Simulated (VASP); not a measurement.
Here is a VASP 6.6.1 calculation.

File INCAR:

```
SYSTEM = PbI2
PREC     = Accurate       ! precision mode
ENCUT    = 500            ! plane-wave cutoff, eV
EDIFF    = 1E-6           ! SCF threshold, eV
ISMEAR   = 0              ! smearing method
SIGMA    = 0.01           ! smearing width, eV
LREAL    = .False.        ! projectors in reciprocal space
LASPH    = .True.         ! aspherical terms in the spheres
NELM     = 120            ! most SCF steps
ALGO     = Normal         ! electronic algorithm
ISIF     = 2              ! what is computed and relaxed
LWAVE    = .False.        ! write WAVECAR
LCHARG   = .False.        ! write CHGCAR
NBANDS   = 21             ! bands
GGA_COMPAT= .False.
```

KPOINTS

```
regular mesh
0
Gamma
  3 3 2
  0 0 0
```

The input POSCAR:

```
PbI2
1.0
    4.5640816926      0.0000000000      0.0000000000
   -2.2820408463      3.9526106907      0.0000000000
    0.0000000000      0.0000000000      7.0475121411
Pb I
1 2
Direct
    0.0000000000      0.0000000000      0.0000000000
    0.3333333333      0.6666666667      0.2667068022
    0.6666666667      0.3333333333      0.7332931978
```

Potentials or basis: VASP PAW LDA potentials, release 64 (Pb_d, I).

Run with:

```console
$ cat potpaw_LDA.64/Pb_d/POTCAR potpaw_LDA.64/I/POTCAR > POTCAR
$ mpirun -np 1 vasp_std > vasp.out
```

Question: What does it give for the pressure?

Answer: -1.5 GPa.

Question: Predict the largest force.

Answer: 0.220 eV/Å.

Stress tensor (GPa, compression positive):
```
-1.41  0.00  0.00
 0.00 -1.41  0.00
 0.00  0.00 -1.59
```

Caveat: the k points lie up to 0.53 Å⁻¹ apart.
